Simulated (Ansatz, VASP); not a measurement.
**Two plane-wave programs on SiBiS**

```
Si Bi S
1.0
     3.42293    0.00000    0.00000
     0.00000    3.42293    0.00000
     0.00000    0.00000    5.74214
Si Bi S
1 1 1
Direct
  0.00000 0.00000 0.00000
  0.00000 0.00000 0.50000
  0.50000 0.50000 0.00000
```

Alike in both runs: functional PBE; k mesh 4 × 4 × 4; occupations gaussian, width 0.1 eV; no spin polarisation.

Ansatz relaxed the structure, and its values are those at the end. VASP's run is a single point on that final structure, the one shown.

|  | VASP | Ansatz |
| --- | --- | --- |
| version | VASP 6.6.1 | Ansatz 0.2.0 |
| potentials or method | VASP PAW PBE potentials, release 64 (Si, Bi_d, S), cutoff 520 eV | scalar-relativistic, plane waves, PAW |
| valence electrons in the cell | 25 | 25 |

|  | VASP | Ansatz | Ansatz less VASP |
| --- | --- | --- | --- |
| gap on the k mesh at the Fermi level (eV) | none | none | - |
| pressure (GPa) | -0.1 | 0.0 | +0.08 |

A gap of «none» marks a metal or a gap that the smearing closes. With one functional, cell and mesh, what is left measures potentials, basis and numerics.

The k mesh is coarse, so the values compare programs but aren't converged. Spin-orbit coupling is off throughout.
